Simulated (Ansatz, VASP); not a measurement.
# Li3Be4P: VASP beside Ansatz

```
Li Be P
1.0
     4.28181    0.00000    0.00000
    -2.14091    3.70816    0.00000
     0.00000    0.00000    6.16741
Li Be P
3 4 1
Cartesian
  2.1409 0.0000 3.0837
  -1.0705 1.8541 3.0837
  1.0705 1.8541 3.0837
  0.0000 2.4721 4.6383
  2.1409 1.2361 4.6383
  2.1409 1.2361 1.5291
  0.0000 2.4721 1.5291
  0.0000 0.0000 3.0837
```

Alike in both runs: task single point; functional PBE; k mesh 6 × 6 × 4; occupations gaussian, width 0.1 eV; no spin polarisation.

```csv
,VASP,Ansatz
version,VASP 6.6.1,Ansatz 0.2.0
potentials or method,"VASP PAW PBE potentials, release 64 (Li_sv, Be, P), cutoff 520 eV","scalar-relativistic, plane waves, PAW"
valence electrons in the cell,22,22
```

|  | VASP | Ansatz | Ansatz less VASP |
| --- | --- | --- | --- |
| gap on the k mesh at the Fermi level (eV) | none | none | - |
| rms of the force components (eV/Å) | 1.436 | 1.424 | -0.0122 |

Atom by atom the forces differ by 0.012 eV/Å (rms over components). A gap of «none» marks a metal or a gap that the smearing closes.

Noted on VASP's run: the cutoff is under 1.25 times that of the potentials, so the pressure is a little rough.
